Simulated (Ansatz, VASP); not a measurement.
# One calculation of CaO, two programs

The input POSCAR:

```
CaO
1.0
    0.0000000000      2.3232493538      2.3232493538
    2.3232493538      0.0000000000      2.3232493538
    2.3232493538      2.3232493538      0.0000000000
Ca O
1 1
Direct
    0.0000000000      0.0000000000      0.0000000000
    0.5000000000      0.5000000000      0.5000000000
```

INCAR.step1

```
SYSTEM = CaO
ALGO = Normal ; EDIFF = 1E-4
ENCUT = 520 ; GGA = PE
ISMEAR = 0 ; LASPH = .TRUE.
LCHARG = .FALSE. ; LREAL = .FALSE.
LWAVE = .TRUE. ; NBANDS = 15
NELM = 80 ; PREC = Accurate
SIGMA = 0.02
```

Contents of INCAR.step2:

```
SYSTEM = CaO
ALGO = Normal ; EDIFF = 1E-6
ENCUT = 520 ; ISIF = 2
ISMEAR = 0 ; ISTART = 1
LASPH = .TRUE. ; LCHARG = .TRUE.
LELF = .TRUE. ; LMIXTAU = .TRUE.
LREAL = .FALSE. ; LVHAR = .TRUE.
LWAVE = .FALSE. ; METAGGA = R2SCAN
NBANDS = 15 ; NELM = 80
PREC = Accurate ; SIGMA = 0.02
```

File KPOINTS:

```
k-points
0
G
  8 8 8
  0 0 0
```

Input for Ansatz:

```yaml
crystal:
  lattice:
    - [0.0, 2.3232493538, 2.3232493538]
    - [2.3232493538, 0.0, 2.3232493538]
    - [2.3232493538, 2.3232493538, 0.0]
  atoms:
    - { symbol: Ca, position: [0.0, 0.0, 0.0] }
    - { symbol: O, position: [0.5, 0.5, 0.5] }
basis:
  ecutwfc: 500
kpoints:
  mp_grid: { grid: [8, 8, 8] }
hamiltonian:
  xc: r2scan
scf:
  occupations: { method: gaussian, width: 0.02 }
output:
  forces: true
  stress: true
  eigenvalues: true
```

Alike in both runs: task single point; functional r2SCAN; k mesh 8 × 8 × 8; occupations gaussian, width 0.02 eV; no spin polarisation.

|  | VASP | Ansatz |
| --- | --- | --- |
| version | VASP 6.6.1 | Ansatz 0.2.0 |
| potentials or method | VASP PAW PBE potentials, release 64 (Ca_sv, O), cutoff 520 eV | scalar-relativistic, plane waves, PAW |
| valence electrons in the cell | 16 | 16 |

Ansatz gave:

```
gap on the k mesh at the Fermi level (eV) : 4.15
least direct gap on the mesh (eV)         : 4.50
pressure (GPa)                            : 13.5
```

**Question.** Estimate VASP's values.

**Answer.** gap on the k mesh at the Fermi level (eV): 4.13; least direct gap on the mesh (eV): 4.47; pressure (GPa): 15.1.

VASP's potentials were made for PBE, not for r2SCAN.
